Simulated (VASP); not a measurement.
# KI (P4/nmm) in VASP: a series of runs, part 2 of 2

VASP 6.6.1. Earlier steps stand in the parts before.

## Step 3: Single point, PBE

This run uses another cell than the first one, of 79.45 Å³/atom, 1.930 times its volume.

INCAR reads:

```
SYSTEM = KI
PREC = Accurate ; ENCUT = 520
EDIFF = 1E-6 ; ISMEAR = 0
SIGMA = 0.1 ; LREAL = .FALSE.
LASPH = .TRUE. ; NELM = 100
ALGO = Normal ; ISIF = 2
LWAVE = .FALSE. ; LCHARG = .TRUE.
GGA = PE ; LELF = .TRUE.
LVHAR = .TRUE. ; NBANDS = 24
```

KPOINTS reads:

```
Automatic mesh
0
G
  4 4 2
  0 0 0
```

POSCAR reads:

```
KI
1.0
    6.0796335400      0.0000000000      0.0000000000
    0.0000000000      6.0796335400      0.0000000000
    0.0000000000      0.0000000000      8.5979002100
K I
2 2
Direct
    0.0000000000      0.0000000000      0.0000000000
    0.5000000000      0.5000000000      0.0000000000
    0.5000000000      0.0000000000      0.7500000000
    0.0000000000      0.5000000000      0.2500000000
```

Potentials or basis: VASP PAW PBE potentials, release 64 (K_sv, I).

Command:

```console
> cat potpaw_PBE.64/K_sv/POTCAR potpaw_PBE.64/I/POTCAR > POTCAR
> mpirun -np 1 vasp_std > vasp.out
```

Run time: 90 s. Hardware: 1 thread of Intel Xeon Platinum 8488C (Sapphire Rapids), shared host; peak memory 0.4 GiB.

Results (log left out):

* Free energy: -10.0541 eV
* Pressure: -0.9 GPa
* Largest force: 0.723 eV/Å
* Band gap on the k mesh: 3.46 eV, indirect (the least direct gap lies 0.4 meV higher)

Forces on the atoms (eV/Å):
```
K    0.000  0.000  0.000
K    0.000  0.000  0.000
I    0.000  0.000  0.723
I    0.000  0.000 -0.723
```

Stress tensor (GPa, compression positive):
```
-0.47  0.00  0.00
 0.00 -0.47  0.00
 0.00  0.00 -1.67
```

Levels at points of the mesh, in eV from the valence-band top:
```csv
k point,band 12,band 13,band 14,band 15,band 16,band 17,band 18,band 19,band 20,band 21
"(0.00, 0.00, 0.00)",-0.05,-0.05,-0.01,0.00,0.00,3.46,4.96,5.99,6.00,6.32
"(0.50, 0.00, 0.00)",-0.25,-0.09,-0.09,-0.01,-0.01,4.77,4.77,6.00,6.00,6.26
"(0.50, 0.50, 0.00)",-0.33,-0.05,-0.05,-0.05,-0.05,4.88,4.88,5.28,5.28,7.06
"(0.00, 0.00, 0.50)",-0.12,-0.04,-0.04,-0.02,-0.02,3.87,4.89,5.98,6.00,6.21
"(0.50, 0.00, 0.50)",-0.33,-0.01,-0.01,-0.01,-0.01,4.80,4.80,5.86,5.86,6.20
"(0.50, 0.50, 0.50)",-0.27,-0.12,-0.12,-0.06,-0.06,5.08,5.08,5.34,5.34,6.87
```

Caveat: spin-orbit coupling is left out, which moves the levels of the heavy elements.

## Step 4: Single point, PBE

This run uses another cell than the first one, of 88.54 Å³/atom, 2.150 times its volume.

INCAR reads:

```
PREC = Accurate
ENCUT = 520
EDIFF = 1E-6
ISMEAR = 0
SIGMA = 0.1
LREAL = False
LASPH = True
NELM = 100
ALGO = Normal
ISIF = 2
LWAVE = False
LCHARG = False
GGA = PE
NBANDS = 24
```

KPOINTS reads:

```
regular mesh
0
Gamma
  4 4 2
```

POSCAR reads:

```
KI
1.0
    6.6394794671      0.0000000000      0.0000000000
    0.0000000000      6.6394794671      0.0000000000
    0.0000000000      0.0000000000      8.0335510014
K I
2 2
Direct
    0.0000000000      0.0000000000      0.0000000000
    0.5000000000      0.5000000000      0.0000000000
    0.5000000000      0.0000000000      0.8726373473
    0.0000000000      0.5000000000      0.1273626527
```

Potentials or basis: VASP PAW PBE potentials, release 64 (K_sv, I).

Command:

```console
> cat potpaw_PBE.64/K_sv/POTCAR potpaw_PBE.64/I/POTCAR > POTCAR
> mpirun -np 1 vasp_std > vasp.out
```

OUTCAR:

```text
PREC = Accurate
   ENCUT = 520
   EDIFF = 1E-6
   ISMEAR = 0
   LREAL = False
   LASPH = True
   NELM = 100
   ISIF = 2
   GGA = PE

 ion  position               nearest neighbor table
   1  0.000  0.000  0.000-   3 3.47   4 3.47   4 3.47   3 3.47
   2  0.500  0.500  0.000-   3 3.47   4 3.47   3 3.47   4 3.47
   3  0.500  0.000  0.873-   1 3.47   2 3.47   2 3.47   1 3.47
   4  0.000  0.500  0.127-   1 3.47   2 3.47   1 3.47   2 3.47

  LATTYP: Found a simple tetragonal cell.
 ALAT       =     6.6394794671
 C/A-ratio  =     1.2099669923

  Lattice vectors:

 A1 = (   6.6394794671,   0.0000000000,   0.0000000000)
 A2 = (   0.0000000000,   6.6394794671,   0.0000000000)
 A3 = (   0.0000000000,   0.0000000000,   8.0335510014)

Analysis of symmetry for initial positions (statically):
=====================================================================
 Subroutine PRICEL returns:
 Original cell was already a primitive cell.

[... 158 lines left out ...]
  ---------------------------------------------------
  free energy    TOTEN  =       -10.61710832 eV

  energy without entropy =      -10.61710832  energy(sigma->0) =      -10.61710832

 E-fermi :  -2.6385     XC(G=0):  -4.5140

 val. band max:       -3.1794562438   @ k =   0.2500   0.0000   0.5000
 cond. band min:       0.7093307956   @ k =   0.0000   0.0000   0.0000
 fundamental gap:      3.8887870395
 Fermi energy:        -2.6385051440

 k-point     1 :       0.0000    0.0000    0.0000
  band No.  band energies     occupation
      1     -31.9634      2.00000
      2     -31.9605      2.00000
      3     -15.5095      2.00000
      4     -15.4905      2.00000
      5     -15.4601      2.00000
      6     -15.4601      2.00000
[... 313 lines left out ...]
     23       3.7939      0.00000
     24       3.7939      0.00000

------------------------ aborting loop because EDIFF is reached ----------------------------------------

  FORCE on cell =-STRESS in cart. coord.  units (eV):
  Direction    XX          YY          ZZ          XY          YZ          ZX
  --------------------------------------------------------------------------------------
  -------------------------------------------------------------------------------------
  Total       -0.0423635     -0.0423635     -0.0864654      0.0000000      0.0000000     -0.0000000
  in kB       -0.1916577     -0.1916577     -0.3911805      0.0000000      0.0000000     -0.0000000
  external PRESSURE =      -0.2581653 kB  Pullay stress =       0.0000000 kB

 VOLUME and BASIS-vectors are now :
 -----------------------------------------------------------------------------
  energy-cutoff  :      520.00
  volume of cell :      354.14
      direct lattice vectors                 reciprocal lattice vectors
     6.639479467  0.000000000  0.000000000     0.150614217  0.000000000  0.000000000
     0.000000000  6.639479467  0.000000000     0.000000000  0.150614217  0.000000000
     0.000000000  0.000000000  8.033551001     0.000000000  0.000000000  0.124477955

 POSITION                                       TOTAL-FORCE (eV/Angst)
 -----------------------------------------------------------------------------------
      0.00000      0.00000      0.00000        -0.000000      0.000000      0.000000
      3.31974      3.31974      0.00000        -0.000000      0.000000      0.000000
      3.31974      0.00000      7.01038         0.000000      0.000000      0.008120
      0.00000      3.31974      1.02317        -0.000000      0.000000     -0.008120
 -----------------------------------------------------------------------------------
    total drift:                                0.000000      0.000000      0.000000

  FREE ENERGIE OF THE ION-ELECTRON SYSTEM (eV)
  ---------------------------------------------------
  free  energy   TOTEN  =       -10.6171083156 eV

  energy  without entropy=      -10.6171083156  energy(sigma->0) =      -10.61710832
```

stdout:

```text
POSCAR found type information on POSCAR K I
 POSCAR found :  2 types and       4 ions
 scaLAPACK will be used
 LDA part: xc-table for (Slater+PW92), standard interpolation
 POSCAR, INCAR and KPOINTS ok, starting setup
 FFT: planning ... GRIDC
 FFT: planning ... GRID_SOFT
 FFT: planning ... GRID
 WAVECAR not read
 entering main loop
```

Wall time 2 min (1 thread of Intel Xeon Platinum 8488C (Sapphire Rapids), shared host); peak memory 0.43 GiB.

Results:

* Free energy: -10.6171 eV
* Pressure: 0.0 GPa
* Largest force: 0.008 eV/Å
* Band gap on the k mesh: 3.89 eV, indirect (least direct gap 3.98 eV)

Forces on the atoms (eV/Å):
```
K    0.000  0.000  0.000
K    0.000  0.000  0.000
I    0.000  0.000  0.008
I    0.000  0.000 -0.008
```

Caveat: spin-orbit coupling is left out, which moves the levels of the heavy elements. A k mesh can miss the band edges.

## Step 5: The runs side by side

```csv
cell,k mesh,smearing,gap on the mesh (eV),pressure (GPa),largest force (eV/Å)
"a = 6.141, b = 6.141, c = 4.368 Å, 4 atoms",4 × 4 × 4,gaussian 0.02 eV,3.28,0.0,0.01
"a = 6.080, b = 6.080, c = 8.598 Å, 4 atoms",4 × 4 × 2,gaussian 0.1 eV,3.46,-0.9,0.72
"a = 6.639, b = 6.639, c = 8.034 Å, 4 atoms",4 × 4 × 2,gaussian 0.1 eV,3.89,0.0,0.01
```

Alike in all rows: task single point; level PBE; potentials or basis VASP PAW PBE potentials, release 64 (K_sv, I); no spin polarisation; cutoff (eV) 520.

Caveats: spin-orbit coupling is left out, which moves the levels of the heavy elements.

Total energies depend on the potentials used, so only differences within one code and one set of settings carry meaning.
